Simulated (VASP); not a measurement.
A run of VASP 6.6.1 is set up as follows.

File INCAR:

```
PREC = Accurate ; ENCUT = 520
EDIFF = 1E-6 ; ISMEAR = 0
SIGMA = 0.1 ; LREAL = False
LASPH = True ; NELM = 60
ALGO = Normal ; ISIF = 2
LWAVE = False ; LCHARG = True
GGA = PE ; LELF = True
LVHAR = True ; NBANDS = 15
```

Contents of KPOINTS:

```
Automatic mesh
0
Gamma
  15 15 15
```

File POSCAR:

```
CaB2
1.0
    1.7314750993      0.9996676147      5.4434861030
   -1.7314750993      0.9996676147      5.4434861030
    0.0000000000     -1.9993352294      5.4434861030
Ca B
1 2
Direct
    0.0000000000      0.0000000000      0.0000000000
    0.4511145727      0.4511145727      0.4511145727
    0.5488854273      0.5488854273      0.5488854273
```

Potentials or basis: VASP PAW PBE potentials, release 64 (Ca_sv, B).

Command:

```console
$ cat potpaw_PBE.64/Ca_sv/POTCAR potpaw_PBE.64/B/POTCAR > POTCAR
$ mpirun -np 1 vasp_std > vasp.out
```

**Question.** Predict the band gap on the k mesh.

**Answer.** Zero (bands 8 and 9 overlap by 2.76 eV).

**Question.** What does it give for the pressure?

**Answer.** 0.1 GPa.

Stress tensor (GPa, compression positive):
```
0.06 0.00 0.00
0.00 0.06 0.00
0.00 0.00 0.14
```
